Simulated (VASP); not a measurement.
Set up this calculation in VASP 6.6.1, as the native input.

- Task: single point
- Functional: PBE
- Potentials or basis: VASP PAW PBE potentials, release 64 (Se, Te, Sn_d)
- Cutoff: 520 eV
- k mesh: 6 × 6 × 6
- Occupations: fermi-dirac, width 0.02 eV
- Spin: no spin polarisation
- Dipole correction: no
- Further INCAR settings: ALGO = Normal; EDIFF = 1e-07; NBANDS = 28

The structure of Sn2TeSe lies in POSCAR:

```
Sn2TeSe
1.0
    2.1816971325      1.2596034267      7.1023732529
   -2.1816971325      1.2596034267      7.1023732529
    0.0000000000     -2.5192068535      7.1023732529
Se Te Sn
1 1 2
Direct
    1.0000000000      0.0000000000      0.0000000000
    0.5000000000      0.5000000000      0.5000000000
    0.2555815872      0.2555815872      0.2555815872
    0.7444184128      0.7444184128      0.7444184128
```

These files were run (other wordings do the same):

INCAR

```
PREC     = Accurate       # precision mode
ENCUT    = 520            # plane-wave cutoff, eV
EDIFF    = 1E-7           # SCF threshold, eV
ISMEAR   = -1             # smearing method
SIGMA    = 0.02           # smearing width, eV
LREAL    = F              # projectors in reciprocal space
LASPH    = T              # aspherical terms in the spheres
NELM     = 80             # most SCF steps
ALGO     = Normal         # electronic algorithm
ISIF     = 2              # what is computed and relaxed
LWAVE    = F              # write WAVECAR
LCHARG   = T              # write CHGCAR
GGA      = PE             # functional
LELF     = T              # ELF
LVHAR    = T            
NBANDS   = 28             # bands
```

KPOINTS

```
regular mesh
0
Gamma
  6 6 6
```

Potentials or basis: VASP PAW PBE potentials, release 64 (Se, Te, Sn_d).

Run with:

```bash
$ cat potpaw_PBE.64/Se/POTCAR potpaw_PBE.64/Te/POTCAR potpaw_PBE.64/Sn_d/POTCAR > POTCAR
$ mpirun -np 1 vasp_std > vasp.out
```

It gave:

```
Pressure               : 1.5 GPa
Largest force          : 0.010 eV/Å
Band gap on the k mesh : 0.25 eV
```

Caveat: semilocal functionals underestimate gaps, and a narrow one can read as zero; spin-orbit coupling is left out, which moves the levels of the heavy elements.

Wall time 120 s on 1 thread of Intel(R) Xeon(R) 6975P-C (Granite Rapids), on a shared host, peak memory 0.46 GiB.
